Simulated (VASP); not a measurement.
## Pt: single point with PBE

Pt:

```
Pt
1.0
     0.00000    1.71038    2.56557
     1.71038    0.00000    2.56557
     1.71038    1.71038    0.00000
Pt
1
Direct
  0.00000 0.00000 0.00000
```

This cell differs from its parent crystal: ratio of the length along z to the lengths across it x 1.5, volume and fractional coordinates fixed.

```json
{"Program": "VASP 6.6.1", "Task": "single point", "Functional": "PBE", "Potentials or basis": "VASP PAW PBE potentials, release 64 (Pt)", "Cutoff": "520 eV", "k mesh": "24 × 24 × 24", "Occupations": "fermi-dirac, width 0.02 eV", "Spin": "no spin polarisation"}
```

```yaml
Pressure: 45.9 GPa
Band_gap_on_the_k_mesh: zero (bands 5 and 6 overlap by 5.35 eV)
```

Stress tensor (GPa, compression positive):
```
 75.07   0.00   0.00
  0.00  75.07   0.00
  0.00   0.00 -12.44
```

Levels at points of the mesh, in eV from the Fermi level:
| k point | band 1 | band 2 | band 3 | band 4 | band 5 | band 6 | band 7 | band 8 | band 9 | band 10 |
| --- | --- | --- | --- | --- | --- | --- | --- | --- | --- | --- |
| (0.00, 0.00, 0.00) | -10.20 | -7.01 | -4.98 | -1.32 | -1.32 | 0.90 | 13.27 | 17.11 | 22.77 | 22.77 |
| (0.50, 0.00, 0.00) | -7.15 | -5.91 | -2.21 | -0.26 | 0.07 | 0.13 | 7.71 | 10.92 | 20.50 | 22.11 |
| (0.50, 0.50, 0.00) | -8.21 | -7.55 | -1.73 | 0.32 | 0.32 | 1.09 | 2.99 | 17.16 | 17.16 | 24.62 |
| (0.50, 0.00, 0.50) | -7.77 | -5.78 | -2.38 | -0.73 | 3.37 | 5.20 | 9.90 | 11.48 | 13.75 | 21.45 |

It took 79 s on 1 thread of Intel(R) Xeon(R) Platinum 8488C (Sapphire Rapids), with other jobs on the host, peak memory 0.29 GiB.

Caveat: the cell stands under pressure; spin-orbit coupling is left out, which moves the levels of the heavy elements.
